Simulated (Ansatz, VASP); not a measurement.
Y2MgC2 in VASP and in Ansatz

```
CELL_PARAMETERS angstrom
4.22121 0.00000 0.00000
-2.11061 3.65568 0.00000
0.00000 0.00000 5.33780
ATOMIC_POSITIONS crystal
Y 0.33333 0.66667 0.27966
Y 0.66667 0.33333 0.72034
Mg 0.00000 0.00000 0.00000
C 0.33333 0.66667 0.77863
C 0.66667 0.33333 0.22137
```

Change from the starting cell: species swapped into the Nb2CS2 type (P-3m1, No. 164).

Alike in both runs: functional PBE; k mesh 6 × 6 × 4; occupations gaussian, width 0.1 eV; no spin polarisation.

Ansatz relaxed the structure, and its values are those at the end. VASP's run is a single point on that final structure, the one shown.

|  | VASP | Ansatz |
| --- | --- | --- |
| version | VASP 6.6.1 | Ansatz 0.2.0 |
| potentials or method | VASP PAW PBE potentials, release 64 (Y_sv, Mg, C), cutoff 520 eV | scalar-relativistic, plane waves, PAW |
| valence electrons in the cell | 32 | 40 |

Ansatz gave:

* gap on the k mesh at the Fermi level (eV): none
* pressure (GPa): 0.2
* rms of the force components (eV/Å): 0.008

**Question.** What did VASP give for the same quantities?

**Answer.** gap on the k mesh at the Fermi level (eV): none; pressure (GPa): 0.0; rms of the force components (eV/Å): 0.008.

A gap of «none» marks a metal or a gap that the smearing closes. With one functional, cell and mesh, what is left measures potentials, basis and numerics. VASP's potentials hold 32 valence electrons a cell and Ansatz's 40, so a difference there can come from the potentials and not from the codes.
